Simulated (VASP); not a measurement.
# Hg (R-3m) in VASP: single point with r2SCAN

Aim: the single point of Hg with r2SCAN.

Everything below comes from runs of VASP 6.6.1. Logs are shortened: lines on timing, memory, paths and dates and some standing lists are left out, and cuts for length are marked.

### 1 The cell of the first run

The structure is trigonal, space group R-3m (No. 166). The conventional cell has a = 3.460 Å, b = 3.460 Å, c = 6.702 Å, α = 90.00°, β = 90.00°, γ = 120.00°. Hg (site symmetry -3m) has 12 Hg at 3.00 to 3.46 Å within 3.9 Å.

### 2 Single point, r2SCAN

Input file POSCAR:

```
Hg
1.0
    1.7300004553      0.9988162286      2.2340000000
   -1.7300004553      0.9988162286      2.2340000000
    0.0000000000     -1.9976324571      2.2340000000
Hg
1
Direct
    0.0000000000      0.0000000000      0.0000000000
```

Input file INCAR.step1:

```
  ALGO = Normal
  EDIFF = 1E-5
  ENCUT = 550
  GGA = PE
  GGA_COMPAT = False
  ISMEAR = 0
  LASPH = True
  LCHARG = False
  LREAL = False
  LWAVE = True
  NBANDS = 12
  NELM = 120
  PREC = Accurate
  SIGMA = 0.1
```

Input file INCAR.step2:

```
  ALGO = Normal
  EDIFF = 1E-6
  ENCUT = 550
  GGA_COMPAT = False
  ISIF = 2
  ISMEAR = 0
  ISTART = 1
  LASPH = True
  LCHARG = True
  LELF = True
  LMIXTAU = True
  LREAL = False
  LVHAR = True
  LWAVE = False
  METAGGA = R2SCAN
  NBANDS = 12
  NELM = 120
  PREC = Accurate
  SIGMA = 0.1
```

Input file KPOINTS:

```
k-points
0
Gamma
  6 6 6
```

Potentials or basis: VASP PAW PBE potentials, release 64 (Hg).

Run with:

```
> cat potpaw_PBE.64/Hg/POTCAR > POTCAR
> cp INCAR.step1 INCAR
> mpirun -np 1 vasp_std > vasp.out
> cp INCAR.step2 INCAR
> mpirun -np 1 vasp_std > vasp.out
```

OUTCAR:

```text
EDIFF = 1E-6
   ENCUT = 550
   ISIF = 2
   ISMEAR = 0
   ISTART = 1
   LASPH = True
   LREAL = False
   METAGGA = R2SCAN
   NELM = 120
   PREC = Accurate

 ion  position               nearest neighbor table
   1  0.000  0.000  0.000-

  LATTYP: Found a trigonal (rhomboedric) cell.
 ALAT       =     2.9968802835
 COS(alpha) =     0.3335253405

  Lattice vectors:

 A1 = (   1.7300004553,   0.9988162286,   2.2340000000)
 A2 = (  -1.7300004553,   0.9988162286,   2.2340000000)
 A3 = (   0.0000000000,  -1.9976324571,   2.2340000000)

Analysis of symmetry for initial positions (statically):
=====================================================================
 Subroutine PRICEL returns:
 Original cell was already a primitive cell.

 Routine SETGRP: Setting up the symmetry group for a
 trigonal (rhombohedral) supercell.

 Subroutine GETGRP returns: Found 12 space group operations
 (whereof 12 operations were pure point group operations)
 out of a pool of 12 trial point group operations.

The static configuration has the point symmetry D_3d.

Analysis of symmetry for dynamics (positions and initial velocities):
=====================================================================
 Subroutine PRICEL returns:
 Original cell was already a primitive cell.

 Routine SETGRP: Setting up the symmetry group for a
 trigonal (rhombohedral) supercell.

 Subroutine GETGRP returns: Found 12 space group operations
 (whereof 12 operations were pure point group operations)
 out of a pool of 12 trial point group operations.

The dynamic configuration has the point symmetry D_3d.

 Subroutine INISYM returns: Found 12 space group operations
 (whereof 12 operations are pure point group operations),
 and found     1 'primitive' translations

----------------------------------------------------------------------------------------

                                     Primitive cell

  volume of cell :      23.1615

  direct lattice vectors                    reciprocal lattice vectors
     1.730000455  0.998816229  2.234000000     0.289017265  0.166864196  0.149209191
    -1.730000455  0.998816229  2.234000000    -0.289017265  0.166864196  0.149209191
     0.000000000 -1.997632457  2.234000000     0.000000000 -0.333728391  0.149209191

  length of vectors
     2.996880284  2.996880284  2.996880284     0.365565346  0.365565346  0.365565346

  position of ions in fractional coordinates (direct lattice)
     0.000000000  0.000000000  0.000000000

  ion indices of the primitive-cell ions
   primitive index   ion index
                 1           1

----------------------------------------------------------------------------------------

 KPOINTS: k-points

Automatic generation of k-mesh.
 Grid dimensions read from file:
 generate k-points for:    6    6    6

 Generating k-lattice:

  Cartesian coordinates                     Fractional coordinates (reciprocal lattice)
     0.048169544  0.027810699  0.024868199     0.166666667  0.000000000  0.000000000
    -0.048169544  0.027810699  0.024868199     0.000000000  0.166666667  0.000000000
     0.000000000 -0.055621399  0.024868199     0.000000000  0.000000000  0.166666667

  Length of vectors
     0.060927558  0.060927558  0.060927558

  Shift w.r.t. Gamma in fractional coordinates (k-lattice)
     0.000000000  0.000000000  0.000000000

 Subroutine IBZKPT returns following result:
 ===========================================

 Found     32 irreducible k-points:

 Following reciprocal coordinates:
            Coordinates               Weight
  0.000000  0.000000  0.000000      1.000000
  0.166667  0.000000  0.000000      6.000000
  0.333333  0.000000  0.000000      6.000000
  0.500000 -0.000000 -0.000000      3.000000
  0.166667  0.166667  0.000000      6.000000
  0.333333  0.166667 -0.000000     12.000000
[... 16 lines left out ...]
  0.500000  0.500000  0.166667      6.000000
 -0.333333  0.500000  0.166667     12.000000
 [... further k-points ...]
   k-points           NKPTS =     32   k-points in BZ     NKDIM =     32   number of bands    NBANDS=     12
   number of dos      NEDOS =    301   number of ions     NIONS =      1
   total plane-waves  NPLWV =  13824
   dimension x,y,z NGX =    24 NGY =   24 NGZ =   24
   dimension x,y,z NGXF=    48 NGYF=   48 NGZF=   48
   ions per type =               1
   NGX,Y,Z   is equivalent  to a cutoff of  13.31, 13.31, 13.31 a.u.
   NGXF,Y,Z  is equivalent  to a cutoff of  26.63, 26.63, 26.63 a.u.
 SYSTEM =  unknown system
   PREC   = accura    normal or accurate (medium, high low for compatibility)
   ISTART =      1    job   : 0-new  1-cont  2-samecut
   ICHARG =      0    charge: 1-file 2-atom 10-const
   ISPIN  =      1    spin polarized calculation?
   LNONCOLLINEAR =      F non collinear calculations
   LSORBIT =      F    spin-orbit coupling
   LASPH  =      T    aspherical Exc in radial PAW
   ENCUT  =  550.0 eV  40.42 Ry    6.36 a.u.   5.73  5.73  5.73*2*pi/ulx,y,z
   NELM   =    120;   NELMIN=  2; NELMDL=  0     # of ELM steps
   EDIFF  = 0.1E-05   stopping-criterion for ELM
   LREAL  =      F    real-space projection
[... 7 lines left out ...]
   TEBEG  =    0.0;   TEEND  =   0.0 temperature during run
   PSTRESS=    0.0 pullay stress
   NELECT =      12.0000    total number of electrons
   NUPDOWN=      -1.0000    fix difference up-down
   EMIN   =  10.00;   EMAX   =-10.00  energy-range for DOS
   EFERMI =   0.00;   METHOD = LEGACY
   ISMEAR =     0;   SIGMA  =   0.10  broadening in eV -4-tet -1-fermi 0-gaus
   EFERMI_NEDOS =   21; number of points for ismear=-14 and -15
   IALGO  =     38    algorithm
   IMIX   =      4    mixing-type and parameters
     AMIX     =   0.40;   BMIX     =  1.00
     AMIX_MAG =   1.60;   BMIX_MAG =  1.00
  volume/ion in A,a.u.               =      23.16       156.30
  Fermi-wavevector in a.u.,A,eV,Ry     =   1.314861  2.484727 23.522560  1.728859
  Thomas-Fermi vector in A             =   2.445084
   LORBIT       =      0    0 simple, 1 ext, 2 COOP (PROOUT), +10 PAW based schemes
   METAGGA = R2SCAN    functional components
   LHFCALC =     F    Hartree Fock is set to
   AEXX    =    0.0000 exact exchange contribution
   IVDW    =     0    specifies the selected vdW correction
   LEPSILON=     F    determine dielectric tensor
   LRPA    =     F    only Hartree local field effects (RPA)
 non-spin polarized calculation
 Gauss-broadening in eV      SIGMA  =   0.10
  energy-cutoff  :      550.00
  volume of cell :       23.16
 maximum number of plane-waves:       692
   NGX = 11   NGY = 11   NGZ = 11

 number of electron      12.0000003 magnetization

 Free energy of the ion-electron system (eV)
  ---------------------------------------------------
  ext. energy  EPLUGINS =         0.00000000
  ---------------------------------------------------
  free energy    TOTEN  =       -49.31398679 eV

  energy without entropy =      -49.31007361  energy(sigma->0) =      -49.31203020

 E-fermi :   2.7264     XC(G=0): -11.6024

 val. band max:        2.7047092588   @ k =   0.5000   0.5000   0.5000
 cond. band min:       2.7291050338   @ k =  -0.3333   0.5000   0.1667
 fundamental gap:      0.0243957750
 Fermi energy:         2.7263906425

 k-point     1 :       0.0000    0.0000    0.0000
  band No.  band energies     occupation
      1      -6.7492      2.00000
      2      -5.3539      2.00000
      3      -5.3539      2.00000
      4      -3.9972      2.00000
      5      -3.8343      2.00000
      6      -3.8343      2.00000
      7      15.7300      0.00000
      8      16.0215      0.00000
      9      16.0215      0.00000
     10      20.8407      0.00000
     11      22.0267      0.00000
     12      22.0267      0.00000

 k-point     2 :       0.1667    0.0000    0.0000
  band No.  band energies     occupation
      1      -6.2020      2.00000
      2      -5.3205      2.00000
      3      -5.0714      2.00000
      4      -3.9718      2.00000
      5      -3.9023      2.00000
      6      -3.8485      2.00000
      7      11.5007      0.00000
      8      16.0880      0.00000
      9      16.3075      0.00000
     10      21.5727      0.00000
     11      21.8533      0.00000
     12      23.4662      0.00000

 k-point     3 :       0.3333    0.0000    0.0000
  band No.  band energies     occupation
      1      -5.8667      2.00000
      2      -5.3295      2.00000
      3      -3.9894      2.00000
      4      -3.9350      2.00000
      5      -3.6623      2.00000
      6      -3.0803      2.00000
      7       5.7105      0.00000
      8      16.1263      0.00000
      9      16.3393      0.00000
     10      21.3914      0.00000
     11      21.8365      0.00000
     12      21.9712      0.00000

 k-point     4 :       0.5000   -0.0000   -0.0000
  band No.  band energies     occupation
      1      -5.9004      2.00000
      2      -5.3729      2.00000
      3      -4.0183      2.00000
      4      -3.8990      2.00000
      5      -3.4823      2.00000
      6       0.5215      2.00000
      7       0.8870      2.00000
      8      15.8547      0.00000
      9      16.0827      0.00000
     10      20.9310      0.00000
     11      21.2074      0.00000
     12      21.9918      0.00000

 k-point     5 :       0.1667    0.1667    0.0000
  band No.  band energies     occupation
      1      -5.8583      2.00000
      2      -5.2126      2.00000
      3      -4.8844      2.00000
      4      -4.2485      2.00000
      5      -3.9329      2.00000
      6      -3.8067      2.00000
      7      13.2251      0.00000
      8      13.9360      0.00000
      9      15.4399      0.00000
     10      19.2598      0.00000
     11      22.2516      0.00000
     12      23.5707      0.00000
[... 228 lines left out ...]
      1      -5.1371      2.00000
      2      -4.9077      2.00000
      3      -4.5783      2.00000
      4      -4.0579      2.00000
      5      -3.7209      2.00000
      6       1.0828      2.00000
      7       4.8719      0.00000
      8       8.3473      0.00000
      9      12.5045      0.00000
     10      17.8985      0.00000
     11      21.4494      0.00000
     12      23.8136      0.00000

 k-point    22 :      -0.1667    0.3333    0.1667
  band No.  band energies     occupation
      1      -5.2481      2.00000
      2      -4.9533      2.00000
      3      -4.7752      2.00000
      4      -3.8861      2.00000
      5      -3.7207      2.00000
      6      -1.4758      2.00000
      7       7.2123      0.00000
      8       9.4246      0.00000
      9      13.4332      0.00000
     10      17.4005      0.00000
     11      23.4820      0.00000
     12      26.5167      0.00000

 k-point    23 :       0.5000    0.5000    0.1667
  band No.  band energies     occupation
      1      -5.5311      2.00000
      2      -5.3580      2.00000
      3      -4.0884      2.00000
      4      -3.9926      2.00000
      5      -3.0181      2.00000
      6       2.1161      2.00000
      7       5.5004      0.00000
      8       8.8020      0.00000
      9      10.8553      0.00000
     10      13.7521      0.00000
     11      22.4010      0.00000
     12      24.5959      0.00000

 k-point    24 :      -0.3333    0.5000    0.1667
  band No.  band energies     occupation
      1      -5.3566      2.00000
      2      -5.2987      2.00000
      3      -4.2220      2.00000
      4      -3.9205      2.00000
      5      -3.3178      2.00000
      6       2.7291      0.96938
      7       4.7876      0.00000
      8       7.3903      0.00000
      9      10.2473      0.00000
     10      16.5739      0.00000
     11      22.5458      0.00000
     12      23.3574      0.00000

 [... further k-points ...]

------------------------ aborting loop because EDIFF is reached ----------------------------------------

  FORCE on cell =-STRESS in cart. coord.  units (eV):
  Direction    XX          YY          ZZ          XY          YZ          ZX
  --------------------------------------------------------------------------------------
  -------------------------------------------------------------------------------------
  Total        0.6268820      0.6268820      0.6248848      0.0000000      0.0000000     -0.0000000
  in kB       43.3640792     43.3640792     43.2259240      0.0000000      0.0000000     -0.0000000
  external PRESSURE =      43.3180275 kB  Pullay stress =       0.0000000 kB

 VOLUME and BASIS-vectors are now :
 -----------------------------------------------------------------------------
  energy-cutoff  :      550.00
  volume of cell :       23.16
      direct lattice vectors                 reciprocal lattice vectors
     1.730000455  0.998816229  2.234000000     0.289017265  0.166864196  0.149209191
    -1.730000455  0.998816229  2.234000000    -0.289017265  0.166864196  0.149209191
     0.000000000 -1.997632457  2.234000000     0.000000000 -0.333728391  0.149209191

 POSITION                                       TOTAL-FORCE (eV/Angst)
 -----------------------------------------------------------------------------------
      0.00000      0.00000      0.00000         0.000000     -0.000000     -0.000000
 -----------------------------------------------------------------------------------
    total drift:                                0.000000     -0.000000      0.000000

  FREE ENERGIE OF THE ION-ELECTRON SYSTEM (eV)
  ---------------------------------------------------
  free  energy   TOTEN  =       -49.3139867883 eV

  energy  without entropy=      -49.3100736055  energy(sigma->0) =      -49.31203020
```

It took 38 s on 1 thread of Intel Xeon 8259CL, shared host; peak memory 0.15 GiB.

What came out:

* Free energy: -49.3140 eV
* Pressure: 4.3 GPa
* Band gap on the k mesh: zero (band 6 reaches 4.11 eV, above the bottom of band 7 at 0.89 eV)

Caveat: the k points lie up to 0.38 Å⁻¹ apart; the PAW data sets were made with another functional, which shifts forces and pressure a little; spin-orbit coupling is left out, which moves the levels of the heavy elements.
